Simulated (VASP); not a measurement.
# Zn (Im-3m) in VASP: notebook, part 2 of 3

VASP 6.6.1. The steps go on from the part before.

## (3) Single point, PBEsol

Contents of INCAR:

```
SYSTEM = Zn
PREC = Accurate
ENCUT = 520
EDIFF = 1E-6
ISMEAR = 0
SIGMA = 0.15
LREAL = .False.
LASPH = .True.
NELM = 80
ALGO = Normal
ISIF = 2
LWAVE = .False.
LCHARG = .False.
GGA = PS
NBANDS = 12
```

Contents of KPOINTS:

```
regular mesh
0
Gamma
  20 20 20
  0 0 0
```

Contents of POSCAR:

```
Zn
1.0
   -1.5300745013      1.5300745013      1.5300745013
    1.5300745013     -1.5300745013      1.5300745013
    1.5300745013      1.5300745013     -1.5300745013
Zn
1
Direct
    0.0000000000      0.0000000000      0.0000000000
```

Potentials or basis: VASP PAW PBE potentials, release 64 (Zn).

The run is started by

```sh
$ cat potpaw_PBE.64/Zn/POTCAR > POTCAR
$ mpirun -np 1 vasp_std > vasp.out
```

OUTCAR:

```text
SYSTEM = Zn
   PREC = Accurate
   ENCUT = 520
   EDIFF = 1E-6
   ISMEAR = 0
   LREAL = .False.
   LASPH = .True.
   NELM = 80
   ISIF = 2
   GGA = PS

 ion  position               nearest neighbor table
   1  0.000  0.000  0.000-

  LATTYP: Found a body centered cubic cell.
 ALAT       =     3.0601490026

  Lattice vectors:

 A1 = (  -1.5300745013,   1.5300745013,   1.5300745013)
 A2 = (   1.5300745013,  -1.5300745013,   1.5300745013)
 A3 = (   1.5300745013,   1.5300745013,  -1.5300745013)

Analysis of symmetry for initial positions (statically):
=====================================================================
 Subroutine PRICEL returns:
 Original cell was already a primitive cell.

 Routine SETGRP: Setting up the symmetry group for a
 body centered cubic supercell.

 Subroutine GETGRP returns: Found 48 space group operations
 (whereof 48 operations were pure point group operations)
 out of a pool of 48 trial point group operations.

The static configuration has the point symmetry O_h .

Analysis of symmetry for dynamics (positions and initial velocities):
=====================================================================
 Subroutine PRICEL returns:
 Original cell was already a primitive cell.

 Routine SETGRP: Setting up the symmetry group for a
 body centered cubic supercell.

 Subroutine GETGRP returns: Found 48 space group operations
 (whereof 48 operations were pure point group operations)
 out of a pool of 48 trial point group operations.

The dynamic configuration has the point symmetry O_h .

 Subroutine INISYM returns: Found 48 space group operations
 (whereof 48 operations are pure point group operations),
 and found     1 'primitive' translations

----------------------------------------------------------------------------------------

                                     Primitive cell

  volume of cell :      14.3284

  direct lattice vectors                    reciprocal lattice vectors
    -1.530074501  1.530074501  1.530074501     0.000000000  0.326781473  0.326781473
     1.530074501 -1.530074501  1.530074501     0.326781473  0.000000000  0.326781473
     1.530074501  1.530074501 -1.530074501     0.326781473  0.326781473  0.000000000

  length of vectors
     2.650166776  2.650166776  2.650166776     0.462138792  0.462138792  0.462138792

  position of ions in fractional coordinates (direct lattice)
     0.000000000  0.000000000  0.000000000

  ion indices of the primitive-cell ions
   primitive index   ion index
                 1           1

----------------------------------------------------------------------------------------

 KPOINTS: regular mesh

Automatic generation of k-mesh.
 Grid dimensions read from file:
 generate k-points for:   20   20   20

 Generating k-lattice:

  Cartesian coordinates                     Fractional coordinates (reciprocal lattice)
     0.000000000  0.016339074  0.016339074     0.050000000  0.000000000  0.000000000
     0.016339074  0.000000000  0.016339074     0.000000000  0.050000000  0.000000000
     0.016339074  0.016339074  0.000000000     0.000000000  0.000000000  0.050000000

  Length of vectors
     0.023106940  0.023106940  0.023106940

  Shift w.r.t. Gamma in fractional coordinates (k-lattice)
     0.000000000  0.000000000  0.000000000

 Subroutine IBZKPT returns following result:
 ===========================================

 Found    256 irreducible k-points:

 Following reciprocal coordinates:
            Coordinates               Weight
  0.000000  0.000000  0.000000      1.000000
  0.050000  0.000000  0.000000     12.000000
  0.100000  0.000000  0.000000     12.000000
  0.150000  0.000000  0.000000     12.000000
  0.200000  0.000000  0.000000     12.000000
  0.250000  0.000000  0.000000     12.000000
[... 16 lines left out ...]
  0.200000  0.100000  0.000000     48.000000
  0.250000  0.100000  0.000000     48.000000
 [... further k-points ...]
   k-points           NKPTS =    256   k-points in BZ     NKDIM =    256   number of bands    NBANDS=     12
   number of dos      NEDOS =    301   number of ions     NIONS =      1
   total plane-waves  NPLWV =   8000
   dimension x,y,z NGX =    20 NGY =   20 NGZ =   20
   dimension x,y,z NGXF=    40 NGYF=   40 NGZF=   40
   ions per type =               1
   NGX,Y,Z   is equivalent  to a cutoff of  12.55, 12.55, 12.55 a.u.
   NGXF,Y,Z  is equivalent  to a cutoff of  25.09, 25.09, 25.09 a.u.
 SYSTEM =  Zn
   PREC   = accura    normal or accurate (medium, high low for compatibility)
   ISTART =      0    job   : 0-new  1-cont  2-samecut
   ICHARG =      2    charge: 1-file 2-atom 10-const
   ISPIN  =      1    spin polarized calculation?
   LNONCOLLINEAR =      F non collinear calculations
   LSORBIT =      F    spin-orbit coupling
   LASPH  =      T    aspherical Exc in radial PAW
   ENCUT  =  520.0 eV  38.22 Ry    6.18 a.u.   4.93  4.93  4.93*2*pi/ulx,y,z
   NELM   =     80;   NELMIN=  2; NELMDL= -5     # of ELM steps
   EDIFF  = 0.1E-05   stopping-criterion for ELM
   LREAL  =      F    real-space projection
   EDIFFG = 0.1E-04   stopping-criterion for IOM
   NSW    =      0    number of steps for IOM
   IBRION =     -1    ionic relax: 0-MD 1-quasi-New 2-CG
   NFREE  =      0    steps in history (QN), initial steepest desc. (CG)
   ISIF   =      2    stress and relaxation
   ISYM   =      2    0-nonsym 1-usesym 2-fastsym
   POTIM  = 0.5000    time-step for ionic-motion
   TEBEG  =    0.0;   TEEND  =   0.0 temperature during run
   PSTRESS=    0.0 pullay stress
   NELECT =      12.0000    total number of electrons
   NUPDOWN=      -1.0000    fix difference up-down
   EMIN   =  10.00;   EMAX   =-10.00  energy-range for DOS
   EFERMI =   0.00;   METHOD = LEGACY
   ISMEAR =     0;   SIGMA  =   0.15  broadening in eV -4-tet -1-fermi 0-gaus
   EFERMI_NEDOS =   21; number of points for ismear=-14 and -15
   IALGO  =     38    algorithm
   IMIX   =      4    mixing-type and parameters
     AMIX     =   0.40;   BMIX     =  1.00
     AMIX_MAG =   1.60;   BMIX_MAG =  1.00
  volume/ion in A,a.u.               =      14.33        96.69
  Fermi-wavevector in a.u.,A,eV,Ry     =   1.543131  2.916094 32.398899  2.381252
  Thomas-Fermi vector in A             =   2.648837
   LORBIT       =      0    0 simple, 1 ext, 2 COOP (PROOUT), +10 PAW based schemes
   GGA     = PS    functional components
   LHFCALC =     F    Hartree Fock is set to
   AEXX    =    0.0000 exact exchange contribution
   IVDW    =     0    specifies the selected vdW correction
   LEPSILON=     F    determine dielectric tensor
   LRPA    =     F    only Hartree local field effects (RPA)
 non-spin polarized calculation
 Gauss-broadening in eV      SIGMA  =   0.15
  energy-cutoff  :      520.00
  volume of cell :       14.33
 maximum number of plane-waves:       402
   NGX =  9   NGY =  9   NGZ =  9

 number of electron      11.9999987 magnetization

 Free energy of the ion-electron system (eV)
  ---------------------------------------------------
  ext. energy  EPLUGINS =         0.00000000
  ---------------------------------------------------
  free energy    TOTEN  =        -1.49558461 eV

  energy without entropy =       -1.49236248  energy(sigma->0) =       -1.49397354

 E-fermi :   3.5591     XC(G=0): -12.0310

 val. band max:        3.5586204864   @ k =  -0.4500  -0.4500   0.1500
 cond. band min:       3.5794951275   @ k =   0.3500   0.3000   0.0000
 fundamental gap:      0.0208746411
 Fermi energy:         3.5590944450

 k-point     1 :       0.0000    0.0000    0.0000
  band No.  band energies     occupation
      1      -7.5045      2.00000
      2      -4.4737      2.00000
      3      -4.4737      2.00000
      4      -4.4737      2.00000
      5      -3.9003      2.00000
      6      -3.9003      2.00000
      7      23.6822      0.00000
      8      23.6822      0.00000
      9      23.6822      0.00000
     10      24.8647      0.00000
     11      24.8647      0.00000
     12      24.8647      0.00000

 k-point     2 :       0.0500    0.0000    0.0000
  band No.  band energies     occupation
      1      -7.4212      2.00000
      2      -4.4823      2.00000
      3      -4.4719      2.00000
      4      -4.4524      2.00000
      5      -3.9087      2.00000
      6      -3.8998      2.00000
      7      22.2712      0.00000
      8      22.9545      0.00000
      9      23.2217      0.00000
     10      24.1193      0.00000
     11      24.2297      0.00000
     12      24.6946      0.00000
[... 316 lines left out ...]
 k-point    24 :       0.2500    0.1000    0.0000
  band No.  band energies     occupation
      1      -5.2086      2.00000
      2      -4.6833      2.00000
      3      -4.2115      2.00000
      4      -3.9965      2.00000
      5      -3.8601      2.00000
      6      -3.2688      2.00000
      7       9.8208      0.00000
      8      14.4135      0.00000
      9      17.2130      0.00000
     10      21.7852      0.00000
     11      24.3180      0.00000
     12      26.3347      0.00000

 [... further k-points ...]
[... 5 lines left out ...]
  --------------------------------------------------------------------------------------
  -------------------------------------------------------------------------------------
  Total        0.0195307      0.0195307      0.0195307      0.0000000      0.0000000      0.0000000
  in kB        2.1838940      2.1838940      2.1838940      0.0000000      0.0000000      0.0000000
  external PRESSURE =       2.1838940 kB  Pullay stress =       0.0000000 kB

 VOLUME and BASIS-vectors are now :
 -----------------------------------------------------------------------------
  energy-cutoff  :      520.00
  volume of cell :       14.33
      direct lattice vectors                 reciprocal lattice vectors
    -1.530074501  1.530074501  1.530074501     0.000000000  0.326781473  0.326781473
     1.530074501 -1.530074501  1.530074501     0.326781473  0.000000000  0.326781473
     1.530074501  1.530074501 -1.530074501     0.326781473  0.326781473  0.000000000

 POSITION                                       TOTAL-FORCE (eV/Angst)
 -----------------------------------------------------------------------------------
      0.00000      0.00000      0.00000         0.000000     -0.000000     -0.000000
 -----------------------------------------------------------------------------------
    total drift:                                0.000000     -0.000000      0.000000

  FREE ENERGIE OF THE ION-ELECTRON SYSTEM (eV)
  ---------------------------------------------------
  free  energy   TOTEN  =        -1.4955846094 eV

  energy  without entropy=       -1.4923624806  energy(sigma->0) =       -1.49397354
```

OSZICAR:

```text
N       E                     dE             d eps       ncg     rms          rms(c)
DAV:   1     0.407876050436E+02    0.40788E+02   -0.66384E+03  6492   0.160E+03
DAV:   2    -0.492278417848E+00   -0.41280E+02   -0.38752E+02  6416   0.211E+02
DAV:   3    -0.164700275667E+01   -0.11547E+01   -0.11531E+01  6972   0.352E+01
DAV:   4    -0.164931741238E+01   -0.23147E-02   -0.23146E-02  6856   0.152E+00
DAV:   5    -0.164931898237E+01   -0.15700E-05   -0.15700E-05  6880   0.385E-02    0.335E+00
DAV:   6    -0.150729184812E+01    0.14203E+00   -0.77541E-01  6924   0.179E+01    0.243E+00
DAV:   7    -0.149923560369E+01    0.80562E-02   -0.14982E-02  6708   0.244E+00    0.125E+00
DAV:   8    -0.149559596841E+01    0.36396E-02   -0.12401E-03  8020   0.500E-01    0.292E-02
DAV:   9    -0.149558540028E+01    0.10568E-04   -0.11383E-04  9336   0.177E-01    0.258E-02
DAV:  10    -0.149558468172E+01    0.71857E-06   -0.10098E-05  6528   0.551E-02    0.136E-03
DAV:  11    -0.149558460944E+01    0.72276E-07   -0.97877E-08  3560   0.494E-03
   1 F= -.14955846E+01 E0= -.14939735E+01  d E =-.322213E-02
```

stdout:

```text
POSCAR found type information on POSCAR Zn
 POSCAR found :  1 types and       1 ions
 scaLAPACK will be used
 -----------------------------------------------------------------------------
|                                                                             |
|                                                                             |
|     You enforced a specific xc type in the INCAR file but a different       |
|     I HOPE YOU KNOW WHAT YOU ARE DOING!                                     |
|                                                                             |
 -----------------------------------------------------------------------------

 LDA part: xc-table for (Slater+PW92), standard interpolation
 POSCAR, INCAR and KPOINTS ok, starting setup
 FFT: planning ... GRIDC
 FFT: planning ... GRID_SOFT
 FFT: planning ... GRID
 WAVECAR not read
 entering main loop
```

It took 48 s on 1 thread of AMD EPYC 7R43 (Zen 3), shared host; peak memory 0.11 GiB.

Results:

- Free energy: -1.4956 eV
- Pressure: 0.2 GPa
- Band gap on the k mesh: zero (band 6 reaches 7.76 eV, above the bottom of band 7 at 2.61 eV)

Caveat: the PAW data sets were made with another functional, which shifts forces and pressure a little.

(Part 2 of 3 ends here.)
